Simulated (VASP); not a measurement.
A run of VASP 6.6.1:

INCAR

```
SYSTEM = Re2C
ALGO = Normal ; EDIFF = 1E-7
ENCUT = 520 ; GGA = PS
ISIF = 2 ; ISMEAR = 0
LASPH = .TRUE. ; LCHARG = .FALSE.
LREAL = .FALSE. ; LWAVE = .FALSE.
NBANDS = 27 ; NELM = 100
PREC = Accurate ; SIGMA = 0.1
```

Contents of KPOINTS:

```
k-points
0
G
  12 12 4
  0 0 0
```

The input POSCAR:

```
Re2C
1.0
    2.7718617163      0.0000000000      0.0000000000
   -1.3859308581      2.4005026621      0.0000000000
    0.0000000000      0.0000000000      9.6558168577
Re C
4 2
Direct
    0.3333333333      0.6666666667      0.6081065639
    0.6666666667      0.3333333333      0.1081065639
    0.6666666667      0.3333333333      0.3918934361
    0.3333333333      0.6666666667      0.8918934361
    0.3333333333      0.6666666667      0.2500000000
    0.6666666667      0.3333333333      0.7500000000
```

Potentials or basis: VASP PAW PBE potentials, release 64 (Re, C).

Command:

```bash
$ cat potpaw_PBE.64/Re/POTCAR potpaw_PBE.64/C/POTCAR > POTCAR
$ mpirun -np 1 vasp_std > vasp.out
```

Hardware: 1 thread of AMD EPYC 7R43 64-Core Processor (Zen 3) (shared host).

Problem. Estimate the wall time of this run.

Solution. Wall time 4.4 min on 1 thread of AMD EPYC 7R43 64-Core Processor (Zen 3) (shared host), peak memory 0.21 GiB. Counts: scf iterations 17, k points 57.
